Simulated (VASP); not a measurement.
# AlGe6S (Fm-3m) in VASP: further runs

The runs below take AlGe6S through single point, relaxation of cell and atoms, with PBE.

All numbers are computed with VASP 6.6.1; they aren't measurements. Logs are shortened: lines on timing, memory, paths and dates and some standing lists are left out, and cuts for length are marked.

**1. The cell of the first run**

Symmetry: Fm-3m, No. 225, cubic system. The conventional cell has a = 9.871 Å, b = 9.871 Å, c = 9.871 Å, α = 90.00°, β = 90.00°, γ = 90.00°. Al (site symmetry m-3m) has 6 Ge at 2.52 Å within 3.3 Å. Ge (site symmetry 4mm) has 1 S at 2.42 Å and 1 Al at 2.52 Å within 3.2 Å. S (site symmetry m-3m) has 6 Ge at 2.42 Å within 3.2 Å.

The cell was generated, and may not be a known phase.

**2. Single point, PBE**

INCAR reads:

```
PREC     = Accurate       # precision mode
ENCUT    = 520            # plane-wave cutoff, eV
EDIFF    = 1E-6           # SCF threshold, eV
ISMEAR   = 0              # smearing method
SIGMA    = 0.1            # smearing width, eV
LREAL    = False          # projectors in reciprocal space
LASPH    = True           # aspherical terms in the spheres
NELM     = 60             # most SCF steps
ALGO     = Normal         # electronic algorithm
ISIF     = 2              # what is computed and relaxed
LWAVE    = False          # write WAVECAR
LCHARG   = False          # write CHGCAR
GGA      = PE             # functional
NBANDS   = 56             # bands
```

KPOINTS reads:

```
regular mesh
0
Gamma
  4 4 4
```

POSCAR reads:

```
AlGe6S
1.0
    0.0000000000      4.9355480579      4.9355480579
    4.9355480579      0.0000000000      4.9355480579
    4.9355480579      4.9355480579      0.0000000000
Al Ge S
1 6 1
Direct
    0.0000000000      0.0000000000      0.0000000000
    0.7448043675      0.2551956325      0.2551956325
    0.2551956325      0.7448043675      0.7448043675
    0.2551956325      0.7448043675      0.2551956325
    0.7448043675      0.2551956325      0.7448043675
    0.2551956325      0.2551956325      0.7448043675
    0.7448043675      0.7448043675      0.2551956325
    0.5000000000      0.5000000000      0.5000000000
```

Potentials or basis: VASP PAW PBE potentials, release 64 (Al, Ge_d, S).

Command:

```
cat potpaw_PBE.64/Al/POTCAR potpaw_PBE.64/Ge_d/POTCAR potpaw_PBE.64/S/POTCAR > POTCAR
mpirun -np 1 vasp_std > vasp.out
```

OUTCAR:

```text
PREC = Accurate
   ENCUT = 520
   EDIFF = 1E-6
   ISMEAR = 0
   LREAL = False
   LASPH = True
   NELM = 60
   ISIF = 2
   GGA = PE

 ion  position               nearest neighbor table
   1  0.000  0.000  0.000-   2 2.52   3 2.52   4 2.52   5 2.52   6 2.52   7 2.52
   2  0.745  0.255  0.255-   8 2.42   1 2.52
   3  0.255  0.745  0.745-   8 2.42   1 2.52
   4  0.255  0.745  0.255-   8 2.42   1 2.52
   5  0.745  0.255  0.745-   8 2.42   1 2.52
   6  0.255  0.255  0.745-   8 2.42   1 2.52
   7  0.745  0.745  0.255-   8 2.42   1 2.52
   8  0.500  0.500  0.500-   2 2.42   3 2.42   4 2.42   5 2.42   6 2.42   7 2.42

  LATTYP: Found a face centered cubic cell.
 ALAT       =     9.8710961158

  Lattice vectors:

 A1 = (   0.0000000000,   4.9355480579,   4.9355480579)
 A2 = (   4.9355480579,   0.0000000000,   4.9355480579)
 A3 = (   4.9355480579,   4.9355480579,   0.0000000000)

Analysis of symmetry for initial positions (statically):
=====================================================================
 Subroutine PRICEL returns:
 Original cell was already a primitive cell.

 Routine SETGRP: Setting up the symmetry group for a
 face centered cubic supercell.

 Subroutine GETGRP returns: Found 48 space group operations
 (whereof 48 operations were pure point group operations)
 out of a pool of 48 trial point group operations.

The static configuration has the point symmetry O_h .

Analysis of symmetry for dynamics (positions and initial velocities):
=====================================================================
 Subroutine PRICEL returns:
 Original cell was already a primitive cell.

 Routine SETGRP: Setting up the symmetry group for a
 face centered cubic supercell.

 Subroutine GETGRP returns: Found 48 space group operations
 (whereof 48 operations were pure point group operations)
 out of a pool of 48 trial point group operations.

The dynamic configuration has the point symmetry O_h .

 Subroutine INISYM returns: Found 48 space group operations
 (whereof 48 operations are pure point group operations),
 and found     1 'primitive' translations

----------------------------------------------------------------------------------------

                                     Primitive cell

  volume of cell :     240.4563

  direct lattice vectors                    reciprocal lattice vectors
     0.000000000  4.935548058  4.935548058    -0.101305872  0.101305872  0.101305872
     4.935548058  0.000000000  4.935548058     0.101305872 -0.101305872  0.101305872
     4.935548058  4.935548058  0.000000000     0.101305872  0.101305872 -0.101305872

  length of vectors
     6.979919001  6.979919001  6.979919001     0.175466917  0.175466917  0.175466917

  position of ions in fractional coordinates (direct lattice)
     0.000000000  0.000000000  0.000000000
     0.744804368  0.255195632  0.255195632
     0.255195632  0.744804368  0.744804368
     0.255195632  0.744804368  0.255195632
     0.744804368  0.255195632  0.744804368
     0.255195632  0.255195632  0.744804368
     0.744804368  0.744804368  0.255195632
     0.500000000  0.500000000  0.500000000

  ion indices of the primitive-cell ions
   primitive index   ion index
                 1           1
                 2           2
                 3           3
                 4           4
                 5           5
                 6           6
                 7           7
                 8           8

----------------------------------------------------------------------------------------

 KPOINTS: regular mesh

Automatic generation of k-mesh.
 Grid dimensions read from file:
 generate k-points for:    4    4    4

 Generating k-lattice:

  Cartesian coordinates                     Fractional coordinates (reciprocal lattice)
    -0.025326468  0.025326468  0.025326468     0.250000000  0.000000000  0.000000000
     0.025326468 -0.025326468  0.025326468     0.000000000  0.250000000  0.000000000
     0.025326468  0.025326468 -0.025326468     0.000000000  0.000000000  0.250000000

  Length of vectors
[... 54 lines left out ...]
      6     -22.2635      2.00000
[... 48 lines left out ...]
     55       6.0646      0.00000
     56       6.1940      0.00000

 k-point     3 :       0.5000    0.0000    0.0000
  band No.  band energies     occupation
      1     -22.2891      2.00000
      2     -22.2706      2.00000
      3     -22.2641      2.00000
      4     -22.2641      2.00000
      5     -22.2639      2.00000
      6     -22.2637      2.00000
[... 48 lines left out ...]
     55       5.4489      0.00000
     56       5.4489      0.00000

 k-point     4 :       0.2500    0.2500    0.0000
  band No.  band energies     occupation
      1     -22.2926      2.00000
      2     -22.2655      2.00000
      3     -22.2652      2.00000
      4     -22.2645      2.00000
      5     -22.2645      2.00000
      6     -22.2640      2.00000
[... 48 lines left out ...]
     55       5.8138      0.00000
     56       5.8138      0.00000

 k-point     5 :       0.5000    0.2500    0.0000
  band No.  band energies     occupation
      1     -22.2882      2.00000
      2     -22.2676      2.00000
      3     -22.2649      2.00000
      4     -22.2637      2.00000
      5     -22.2635      2.00000
      6     -22.2628      2.00000
[... 48 lines left out ...]
     55       4.6602      0.00000
     56       6.0523      0.00000

 k-point     6 :      -0.2500    0.2500    0.0000
  band No.  band energies     occupation
      1     -22.2895      2.00000
      2     -22.2679      2.00000
      3     -22.2644      2.00000
      4     -22.2643      2.00000
      5     -22.2641      2.00000
      6     -22.2635      2.00000
[... 48 lines left out ...]
     55       5.4301      0.00000
     56       5.4719      0.00000

 k-point     7 :       0.5000    0.5000    0.0000
  band No.  band energies     occupation
      1     -22.2874      2.00000
      2     -22.2653      2.00000
      3     -22.2644      2.00000
      4     -22.2644      2.00000
      5     -22.2634      2.00000
      6     -22.2605      2.00000
[... 48 lines left out ...]
     55       4.5766      0.00000
     56       5.5170      0.00000

 k-point     8 :      -0.2500    0.5000    0.2500
  band No.  band energies     occupation
      1     -22.2868      2.00000
      2     -22.2659      2.00000
      3     -22.2642      2.00000
      4     -22.2641      2.00000
      5     -22.2631      2.00000
      6     -22.2626      2.00000
[... 48 lines left out ...]
     55       4.7015      0.00000
     56       5.4450      0.00000

------------------------ aborting loop because EDIFF is reached ----------------------------------------

  FORCE on cell =-STRESS in cart. coord.  units (eV):
  Direction    XX          YY          ZZ          XY          YZ          ZX
  --------------------------------------------------------------------------------------
  -------------------------------------------------------------------------------------
  Total        0.0444639      0.0444639      0.0444639      0.0000000      0.0000000     -0.0000000
  in kB        0.2962659      0.2962659      0.2962659      0.0000000      0.0000000     -0.0000000
  external PRESSURE =       0.2962659 kB  Pullay stress =       0.0000000 kB

 VOLUME and BASIS-vectors are now :
 -----------------------------------------------------------------------------
  energy-cutoff  :      520.00
  volume of cell :      240.46
      direct lattice vectors                 reciprocal lattice vectors
     0.000000000  4.935548058  4.935548058    -0.101305872  0.101305872  0.101305872
     4.935548058  0.000000000  4.935548058     0.101305872 -0.101305872  0.101305872
     4.935548058  4.935548058  0.000000000     0.101305872  0.101305872 -0.101305872

 POSITION                                       TOTAL-FORCE (eV/Angst)
 -----------------------------------------------------------------------------------
      0.00000      0.00000      0.00000         0.000000      0.000000     -0.000000
      2.51906      4.93555      4.93555        -0.018995      0.000000      0.000000
      7.35204      4.93555      4.93555         0.018995      0.000000      0.000000
      4.93555      2.51906      4.93555         0.000000     -0.018995      0.000000
      4.93555      7.35204      4.93555         0.000000      0.018995      0.000000
      4.93555      4.93555      2.51906         0.000000      0.000000     -0.018995
      4.93555      4.93555      7.35204         0.000000      0.000000      0.018995
      4.93555      4.93555      4.93555         0.000000      0.000000     -0.000000
 -----------------------------------------------------------------------------------
    total drift:                               -0.000000     -0.000000      0.000000

  FREE ENERGIE OF THE ION-ELECTRON SYSTEM (eV)
  ---------------------------------------------------
  free  energy   TOTEN  =       -27.1405901536 eV

  energy  without entropy=      -27.1123115039  energy(sigma->0) =      -27.12645083
```

Run time: 82 s. Hardware: 1 thread of Intel Xeon 6975P-C (Granite Rapids), shared host; peak memory 0.45 GiB.

What came out:

```
Free energy            : -27.1406 eV
Pressure               : 0.0 GPa
Largest force          : 0.019 eV/Å
Band gap on the k mesh : zero (an odd number of electrons rules out a gap without spin polarisation)
```

Forces on the atoms (eV/Å):
```
Al   0.000  0.000  0.000
Ge  -0.019  0.000  0.000
Ge   0.019  0.000  0.000
Ge   0.000 -0.019  0.000
Ge   0.000  0.019  0.000
Ge   0.000  0.000 -0.019
Ge   0.000  0.000  0.019
S    0.000  0.000  0.000
```

Levels at points of the mesh, in eV from the Fermi level:
```
           k point  band 43  band 44  band 45  band 46  band 47  band 48  band 49  band 50
(0.00, 0.00, 0.00)    -2.22    -2.22     0.72     0.72     0.72     1.60     1.60     1.85
(0.50, 0.00, 0.00)    -1.48    -0.98    -0.72    -0.72    -0.65    -0.65    -0.07    -0.04
(0.50, 0.50, 0.00)    -0.12    -0.12     0.07     0.39     0.39     0.53     0.53     0.77
```

Caveat: an odd number of electrons without spin polarisation forces a metal; a magnetic or distorted state may lie lower.

**3. Single point, PBE**

This run uses another cell than the first one, of 19.99 Å³/atom.

INCAR reads:

```
SYSTEM = AlGe6S
  ALGO = Normal
  EDIFF = 1E-6
  ENCUT = 520
  GGA = PE
  ISIF = 2
  ISMEAR = 0
  LASPH = .TRUE.
  LCHARG = .FALSE.
  LREAL = .FALSE.
  LWAVE = .FALSE.
  NBANDS = 56
  NELM = 80
  PREC = Accurate
  SIGMA = 0.1
```

KPOINTS reads:

```
k-points
0
G
  4 4 4
  0 0 0
```

POSCAR reads:

```
AlGe6S
1.0
    0.0000000000      4.3078368800      4.3078368800
    4.3078368800      0.0000000000      4.3078368800
    4.3078368800      4.3078368800      0.0000000000
Al Ge S
1 6 1
Direct
    0.0000000000      0.0000000000      0.0000000000
    0.7445865900      0.2554134100      0.2554134100
    0.2554134100      0.7445865900      0.7445865900
    0.2554134100      0.7445865900      0.2554134100
    0.7445865900      0.2554134100      0.7445865900
    0.2554134100      0.2554134100      0.7445865900
    0.7445865900      0.7445865900      0.2554134100
    0.5000000000      0.5000000000      0.5000000000
```

Potentials or basis: VASP PAW PBE potentials, release 64 (Al, Ge_d, S).

Command:

```
cat potpaw_PBE.64/Al/POTCAR potpaw_PBE.64/Ge_d/POTCAR potpaw_PBE.64/S/POTCAR > POTCAR
mpirun -np 1 vasp_std > vasp.out
```

Run time: 44 s. Hardware: 1 thread of Intel Xeon 6975P-C (Granite Rapids), shared host; peak memory 0.33 GiB.

It converged, with:

| Item | Value |
| --- | --- |
| Free energy | -21.4440 eV |
| Pressure | 32.6 GPa |
| Largest force | 0.947 eV/Å |
| Band gap on the k mesh | zero (an odd number of electrons rules out a gap without spin polarisation) |

Forces on the atoms (eV/Å):
```
Al   0.000  0.000  0.000
Ge  -0.947  0.000  0.000
Ge   0.947  0.000  0.000
Ge   0.000 -0.947  0.000
Ge   0.000  0.947  0.000
Ge   0.000  0.000 -0.947
Ge   0.000  0.000  0.947
S    0.000  0.000  0.000
```

Levels at points of the mesh, in eV from the Fermi level:
```
           k point  band 42  band 43  band 44  band 45  band 46  band 47  band 48  band 49  band 50  band 51
(0.00, 0.00, 0.00)    -4.14    -4.14    -2.77     1.24     1.24     1.24     1.90     1.90     2.33     2.34
(0.50, 0.00, 0.00)    -2.46    -2.44    -2.17    -1.79    -1.79    -1.36    -1.36     0.15     1.50     3.11
(0.50, 0.50, 0.00)    -3.09    -1.22    -1.22    -0.20    -0.20     0.19     0.28     0.59     0.59     1.77
```

Caveat: the cell stands under pressure; an odd number of electrons without spin polarisation forces a metal; a magnetic or distorted state may lie lower.

**4. Relaxation of cell and atoms, PBE**

This run uses another cell than the first one, of 19.99 Å³/atom.

INCAR reads:

```
SYSTEM = AlGe6S
  ALGO = Normal
  EDIFF = 1E-6
  EDIFFG = -0.04
  ENCUT = 600
  GGA = PE
  IBRION = 2
  ISIF = 3
  ISMEAR = 0
  LASPH = .True.
  LCHARG = .False.
  LREAL = .False.
  LWAVE = .False.
  NELM = 60
  NSW = 90
  PREC = Accurate
  SIGMA = 0.1
```

KPOINTS reads:

```
k-points
0
Gamma
  4 4 4
  0 0 0
```

POSCAR is that of step 3.

Command:

```
cat potpaw_PBE.64/Al/POTCAR potpaw_PBE.64/Ge_d/POTCAR potpaw_PBE.64/S/POTCAR > POTCAR
mpirun -np 1 vasp_std > vasp.out
```

Run time: 7 min. Hardware: 1 thread of Intel Xeon 6975P-C (Granite Rapids), shared host; peak memory 0.4 GiB.

Results (log left out):

| Item | Value |
| --- | --- |
| Free energy | -27.1099 eV |
| Relaxed volume | 29.99 Å³/atom |
| Relaxed cell | a = 6.974 Å, b = 6.974 Å, c = 6.974 Å, α = 60.00°, β = 60.00°, γ = 60.00° |
| Space group after relaxing (to 0.1 Å) | Fm-3m (No. 225) |
| Energy gained by relaxing | 708.0 meV/atom |
| Ionic steps | 10 |
| Pressure after relaxing | -0.1 GPa |
| Largest force after relaxing | 0.008 eV/Å |
| Band gap on the k mesh | zero (an odd number of electrons rules out a gap without spin polarisation) |

Forces in eV/Å, atoms in the order of the input:
```
Al   0.000  0.000  0.000
Ge  -0.008  0.000  0.000
Ge   0.008  0.000  0.000
Ge   0.000 -0.008  0.000
Ge   0.000  0.008  0.000
Ge   0.000  0.000 -0.008
Ge   0.000  0.000  0.008
S    0.000  0.000  0.000
```

The path:
| step | energy change (eV) | largest force (eV/Å) | pressure (GPa) | volume (Å³) |
| --- | --- | --- | --- | --- |
| 1 | 0.0000 | 0.9469 | 32.61 | 159.89 |
| 2 | -5.3313 | 0.0438 | -2.90 | 273.70 |
| 3 | -5.6379 | 0.1725 | 0.74 | 236.09 |
| 4 | -5.6494 | 0.1079 | -0.03 | 242.22 |
| 5 | -5.6488 | 0.1241 | 0.18 | 240.34 |
| 6 | -5.6532 | 0.1073 | 0.12 | 240.63 |
| 7 | -5.6609 | 0.0527 | -0.10 | 241.41 |
| 8 | -5.6537 | 0.1180 | -0.42 | 242.97 |
| 9 | -5.6622 | 0.0203 | -0.28 | 241.81 |
| 10 | -5.6643 | 0.0075 | -0.07 | 239.89 |

Final structure:
```xyz
8
Lattice="0.0000 4.9317 4.9317 4.9317 0.0000 4.9317 4.9317 4.9317 0.0000" Properties=species:S:1:pos:R:3 pbc="T T T"
Al    4.9317    0.0000    4.9317
Ge    2.5154    4.9317    4.9317
Ge    7.3480    4.9317    4.9317
Ge    4.9317    2.5154    4.9317
Ge    4.9317    7.3480    4.9317
Ge    4.9317    4.9317    2.5154
Ge    4.9317    4.9317    7.3480
S     4.9317    4.9317    4.9317
```

Levels at points of the mesh, in eV from the Fermi level:
| k point | band 43 | band 44 | band 45 | band 46 | band 47 | band 48 | band 49 | band 50 |
| --- | --- | --- | --- | --- | --- | --- | --- | --- |
| (0.00, 0.00, 0.00) | -2.23 | -2.23 | 0.72 | 0.72 | 0.72 | 1.60 | 1.60 | 1.85 |
| (0.50, 0.00, 0.00) | -1.48 | -0.99 | -0.72 | -0.72 | -0.65 | -0.65 | -0.06 | -0.04 |
| (0.50, 0.50, 0.00) | -0.12 | -0.12 | 0.07 | 0.38 | 0.38 | 0.53 | 0.53 | 0.77 |

Caveat: the volume moved by over 15 % at a fixed basis, so the end points are rough; an odd number of electrons without spin polarisation forces a metal; a magnetic or distorted state may lie lower.

**5. Single point, PBE**

This run uses another cell than the first one, of 30.38 Å³/atom.

INCAR reads:

```
PREC = Accurate ; ENCUT = 520
EDIFF = 1E-6 ; ISMEAR = 0
SIGMA = 0.1 ; LREAL = F
LASPH = T ; NELM = 100
ALGO = Normal ; ISIF = 2
LWAVE = F ; LCHARG = F
GGA = PE ; NBANDS = 56
```

KPOINTS reads:

```
regular mesh
0
Gamma
  8 8 8
```

POSCAR reads:

```
AlGe6S
1.0
    0.0000000000      4.9530655303      4.9530655303
    4.9530655303      0.0000000000      4.9530655303
    4.9530655303      4.9530655303      0.0000000000
Al Ge S
1 6 1
Direct
    0.0000000000      0.0000000000      0.0000000000
    0.7468198734      0.2531801266      0.2531801266
    0.2531801266      0.7468198734      0.7468198734
    0.2531801266      0.7468198734      0.2531801266
    0.7468198734      0.2531801266      0.7468198734
    0.2531801266      0.2531801266      0.7468198734
    0.7468198734      0.7468198734      0.2531801266
    0.5000000000      0.5000000000      0.5000000000
```

Command:

```
cat potpaw_PBE.64/Al/POTCAR potpaw_PBE.64/Ge_d/POTCAR potpaw_PBE.64/S/POTCAR > POTCAR
mpirun -np 1 vasp_std > vasp.out
```

It took 4.4 min on 1 thread of Intel Xeon 6975P-C (Granite Rapids), shared host; peak memory 0.59 GiB.

Results (log left out):

- Free energy: -27.1115 eV
- Pressure: 0.0 GPa
- Largest force: 0.008 eV/Å
- Band gap on the k mesh: zero (an odd number of electrons rules out a gap without spin polarisation)

Forces in eV/Å, atoms in the order of the input:
```
Al   0.000  0.000  0.000
Ge  -0.008  0.000  0.000
Ge   0.008  0.000  0.000
Ge   0.000 -0.008  0.000
Ge   0.000  0.008  0.000
Ge   0.000  0.000 -0.008
Ge   0.000  0.000  0.008
S    0.000  0.000  0.000
```

Levels at points of the mesh, in eV from the Fermi level:
```tsv
k point	band 43	band 44	band 45	band 46	band 47	band 48	band 49	band 50
(0.00, 0.00, 0.00)	-2.23	-2.23	0.65	0.65	0.65	1.54	1.54	1.77
(0.50, 0.00, 0.00)	-1.53	-1.04	-0.80	-0.80	-0.66	-0.66	-0.18	-0.11
(0.50, 0.50, 0.00)	-0.08	-0.08	0.00	0.26	0.26	0.46	0.46	0.72
```

Caveat: an odd number of electrons without spin polarisation forces a metal; a magnetic or distorted state may lie lower.

**6. Summary**

```csv
task,cell,k mesh,cutoff (eV),gap on the mesh (eV),pressure (GPa),largest force (eV/Å)
single point,"a = 6.980 Å, angles 60.0°, 8 atoms, atomic positions A",4 × 4 × 4,520,none,0.0,0.02
single point,"a = 6.092 Å, angles 60.0°, 8 atoms, atomic positions B",4 × 4 × 4,520,none,32.6,0.95
relaxation of cell and atoms,"relaxed from a = 6.092 Å, angles 60.0°, 8 atoms, atomic positions B",4 × 4 × 4,600,none,-0.1,0.01
single point,"a = 7.005 Å, angles 60.0°, 8 atoms, atomic positions C",8 × 8 × 8,520,none,0.0,0.01
```

Alike in all rows: level PBE; potentials or basis VASP PAW PBE potentials, release 64 (Al, Ge_d, S); no spin polarisation; smearing gaussian 0.1 eV.

Caveats: an odd number of electrons without spin polarisation forces a metal; a magnetic or distorted state may lie lower; the cell stands under pressure (at least some runs); the volume moved by over 15 % at a fixed basis, so the end points are rough (at least some runs).

Total energies depend on the potentials used, so only differences within one code and one set of settings carry meaning.
